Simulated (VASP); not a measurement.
Set up this calculation in VASP 6.6.1, as the native input.

- Task: single point
- Functional: r2SCAN
- Potentials or basis: VASP PAW PBE potentials, release 64 (Sr_sv)
- Cutoff: 520 eV
- k mesh: 12 × 12 × 12
- Occupations: gaussian, width 0.1 eV
- Spin: no spin polarisation
- Dipole correction: no
- Further INCAR settings: ALGO = Normal; EDIFF = 1e-07; NBANDS = 11

Crystal: Sr.

```
CELL_PARAMETERS angstrom
-2.40442 2.40442 2.40442
2.40442 -2.40442 2.40442
2.40442 2.40442 -2.40442
ATOMIC_POSITIONS crystal
Sr 0.00000 0.00000 0.00000
```

These files were run (other wordings do the same):

POSCAR

```
Sr
1.0
   -2.4044227158      2.4044227158      2.4044227158
    2.4044227158     -2.4044227158      2.4044227158
    2.4044227158      2.4044227158     -2.4044227158
Sr
1
Direct
    0.0000000000      0.0000000000      0.0000000000
```

INCAR.step1

```
SYSTEM = Sr
PREC     = Accurate       ! precision mode
ENCUT    = 520            ! plane-wave cutoff, eV
ISMEAR   = 0              ! smearing method
SIGMA    = 0.1            ! smearing width, eV
LREAL    = .FALSE.        ! projectors in reciprocal space
LASPH    = .TRUE.         ! aspherical terms in the spheres
NELM     = 100            ! most SCF steps
NBANDS   = 11             ! bands
GGA      = PE             ! functional
ALGO     = Normal         ! electronic algorithm
EDIFF    = 1E-4           ! SCF threshold, eV
LWAVE    = .TRUE.         ! write WAVECAR
LCHARG   = .FALSE.        ! write CHGCAR
```

INCAR.step2

```
SYSTEM = Sr
PREC     = Accurate       ! precision mode
ENCUT    = 520            ! plane-wave cutoff, eV
EDIFF    = 1E-7           ! SCF threshold, eV
ISMEAR   = 0              ! smearing method
SIGMA    = 0.1            ! smearing width, eV
LREAL    = .FALSE.        ! projectors in reciprocal space
LASPH    = .TRUE.         ! aspherical terms in the spheres
NELM     = 100            ! most SCF steps
ALGO     = Normal         ! electronic algorithm
ISIF     = 2              ! what is computed and relaxed
LWAVE    = .FALSE.        ! write WAVECAR
LCHARG   = .TRUE.         ! write CHGCAR
METAGGA  = R2SCAN         ! meta-GGA
LMIXTAU  = .TRUE.       
LELF     = .TRUE.         ! ELF
LVHAR    = .TRUE.       
NBANDS   = 11             ! bands
ISTART   = 1
```

KPOINTS

```
Automatic mesh
0
G
  12 12 12
  0 0 0
```

Potentials or basis: VASP PAW PBE potentials, release 64 (Sr_sv).

The run is started by

```console
$ cat potpaw_PBE.64/Sr_sv/POTCAR > POTCAR
$ cp INCAR.step1 INCAR
$ mpirun -np 1 vasp_std > vasp.out
$ cp INCAR.step2 INCAR
$ mpirun -np 1 vasp_std > vasp.out
```

It gave:

| Item | Value |
| --- | --- |
| Pressure | 0.0 GPa |
| Band gap on the k mesh | zero (band 5 reaches 1.96 eV, above the bottom of band 6 at 1.49 eV) |

Caveat: the PAW data sets were made with another functional, which shifts forces and pressure a little.

Wall time 60 s on 1 thread of Intel(R) Xeon(R) 6975P-C (Granite Rapids), with other jobs on the host, peak memory 0.21 GiB.
